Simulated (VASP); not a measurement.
# Cu9H: single point with PBE

Cu9H, a slab with vacuum:

```xyz
20
Lattice="10.8300 0.0000 0.0000 0.0000 5.1053 0.0000 0.0000 0.0000 15.5527" Properties=species:S:1:pos:R:3 pbc="T T T"
Cu    0.0000    0.0000    1.0000
Cu    3.6100    0.0000    1.0000
Cu    7.2200    0.0000    1.0000
Cu    0.0000    2.5527    1.0000
Cu    3.6100    2.5527    1.0000
Cu    7.2200    2.5527    1.0000
Cu    1.7916    1.2900    2.1590
Cu    5.4440    1.2617    2.1548
Cu    9.0347    1.2804    2.1954
Cu    1.7781    3.8163    2.1827
Cu    5.4559    3.8326    2.0991
Cu    9.0438    3.8263    2.1897
Cu   -0.0182    0.0159    3.4550
Cu    3.5356    0.0337    3.4719
Cu    7.2729   -0.0057    3.4283
Cu   -0.0210    2.5359    3.4634
Cu    3.6119    2.5129    3.5480
Cu    7.2705    2.5598    3.4415
H     3.5837   -1.8543    5.2272
H     5.6011    2.3732    3.8457
```

* Program: VASP 6.6.1
* Task: single point
* Functional: PBE
* Potentials or basis: VASP PAW PBE potentials, release 64 (Cu, H)
* Cutoff: 520 eV
* k mesh: 1 × 2 × 1
* Occupations: fermi-dirac, width 0.05 eV
* Spin: no spin polarisation
* Dipole correction: no
* Further INCAR settings: LREAL = Auto; ALGO = Normal; EDIFF = 1e-07; NBANDS = 116

```
Largest force          : 1.635 eV/Å
Band gap on the k mesh : 0.05 eV
```

Forces in eV/Å, atoms in the order of the input:
```
Cu  -0.012 -0.013 -0.361
Cu   0.024 -0.044  0.056
Cu   0.237  0.030 -0.295
Cu  -0.079  0.012 -0.488
Cu  -0.027  0.068  0.080
Cu   0.329  0.001 -0.466
Cu   0.178  0.034  0.189
Cu  -0.347  0.146  0.548
Cu   0.007  0.144 -0.043
Cu   0.087 -0.034  0.035
Cu  -0.282 -0.138  0.328
Cu  -0.038 -0.166  0.044
Cu   0.046 -0.082  0.114
Cu   0.035 -0.672  0.376
Cu  -0.017  0.004  0.218
Cu  -0.010  0.092  0.205
Cu   0.252  0.833  1.311
Cu  -0.398  0.009  0.235
H   -0.067 -0.114 -1.630
H    0.081 -0.110 -0.456
```

Levels at points of the mesh, in eV from the valence-band top:
| k point | band 97 | band 98 | band 99 | band 100 | band 101 | band 102 | band 103 | band 104 |
| --- | --- | --- | --- | --- | --- | --- | --- | --- |
| (0.00, 0.00, 0.00) | -0.88 | -0.73 | -0.36 | 0.00 | 0.05 | 0.34 | 0.46 | 0.58 |
| (0.00, 0.50, 0.00) | -1.40 | -1.04 | -0.52 | -0.26 | 0.25 | 0.27 | 0.54 | 0.75 |

It took 6.1 min on 1 thread of Intel(R) Xeon(R) 6975P-C (Granite Rapids) (shared host), peak memory 0.81 GiB.

Caveat: the k points lie up to 0.62 Å⁻¹ apart; there is no dipole correction, which matters where the two faces differ.
